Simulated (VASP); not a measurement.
TaN:

```
CELL_PARAMETERS angstrom
5.19100 0.00000 0.00000
-2.59550 4.49554 0.00000
0.00000 0.00000 2.90800
ATOMIC_POSITIONS crystal
Ta 0.66667 0.33333 0.50000
Ta 0.33333 0.66667 0.50000
Ta 0.00000 0.00000 0.00000
N 0.00000 0.50000 0.00000
N 0.50000 0.50000 0.00000
N 0.50000 0.00000 0.00000
```

```yaml
Program: VASP 6.6.1
Task: relaxation of cell and atoms
Functional: RPBE
Potentials_or_basis: VASP PAW PBE potentials, release 64 (Ta_pv, N)
Cutoff: 600 eV
k_mesh: 6 × 6 × 9
Occupations: fermi-dirac, width 0.05 eV
Spin: no spin polarisation
```

At the start: pressure 14.9 GPa; volume 11.31 Å³/atom.

Q: How do energy, volume and symmetry change on relaxing?

A: Over 10 steps the energy falls by 24.3 meV/atom and the volume is 11.87 Å³/atom (+4.9 %); space group P6/mmm (No. 191, to 0.05 Å).

The path:
```csv
step,energy change (eV),largest force (eV/Å),pressure (GPa),volume (Å³)
1,0.0000,0.0000,14.87,67.86
2,0.5101,0.0000,-23.93,78.70
3,-0.1409,0.0000,-0.32,71.12
4,-0.1411,0.0000,0.13,71.00
5,-0.1411,0.0000,0.40,70.94
6,-0.1457,0.0000,0.23,71.18
7,-0.1458,0.0000,0.24,71.14
8,-0.1458,0.0000,0.26,71.14
9,-0.1457,0.0000,-0.41,71.30
10,-0.1458,0.0000,0.00,71.20
```

Final structure:
```
Ta N
1.0
     5.28396    0.00000    0.00000
    -2.64198    4.57604    0.00000
     0.00000    0.00000    2.94444
Ta N
3 3
Direct
  0.66667 0.33333 0.50000
  0.33333 0.66667 0.50000
  0.00000 0.00000 0.00000
  0.00000 0.50000 0.00000
  0.50000 0.50000 0.00000
  0.50000 0.00000 0.00000
```

Caveat: the PAW data sets were made with another functional, which shifts forces and pressure a little.
